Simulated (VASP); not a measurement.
# Au: single point with PBE

The system is Au.

```xyz
1
Lattice="0.0000 1.9841 2.0762 1.9841 0.0000 2.0762 1.9841 1.9841 0.0000" Properties=species:S:1:pos:R:3 pbc="T T T"
Au    0.0000    0.0000    0.0000
```

This cell differs from its parent crystal: strain -0.030 along x and y, +0.015 along z.

```json
{
  "Program": "VASP 6.6.1",
  "Task": "single point",
  "Functional": "PBE",
  "Potentials or basis": "VASP PAW PBE potentials, release 64 (Au)",
  "Cutoff": "520 eV",
  "k mesh": "20 × 20 × 20",
  "Occupations": "gaussian, width 0.15 eV",
  "Spin": "no spin polarisation"
}
```

The pressure is 17.3 GPa and the band gap on the k mesh is zero (an odd number of electrons rules out a gap without spin polarisation).

Stress tensor (GPa, compression positive):
```
18.02  0.00  0.00
 0.00 18.02  0.00
 0.00  0.00 15.93
```

Levels at points of the mesh, in eV from the Fermi level:
| k point | band 2 | band 3 | band 4 | band 5 | band 6 | band 7 | band 8 | band 9 | band 10 | band 11 |
| --- | --- | --- | --- | --- | --- | --- | --- | --- | --- | --- |
| (0.00, 0.00, 0.00) | -5.24 | -4.80 | -4.80 | -3.58 | -3.09 | 14.46 | 18.11 | 18.96 | 18.96 | 23.75 |
| (0.50, 0.00, 0.00) | -5.20 | -4.79 | -2.13 | -1.94 | -1.18 | 3.29 | 13.79 | 17.04 | 17.92 | 24.89 |
| (0.50, 0.50, 0.00) | -7.18 | -2.05 | -1.71 | -1.71 | 0.36 | 5.38 | 10.65 | 10.65 | 18.13 | 20.85 |
| (0.50, 0.00, 0.50) | -7.14 | -2.11 | -1.86 | -1.49 | 1.15 | 6.48 | 9.79 | 9.91 | 17.46 | 20.14 |

Wall time 2.3 min on 1 thread of Intel Xeon 8259CL, with other jobs on the host, peak memory 0.24 GiB.

Caveat: the cell differs from its parent crystal (strain -0.030 along x and y, +0.015 along z); the cell stands under pressure; spin-orbit coupling is left out, which moves the levels of the heavy elements.
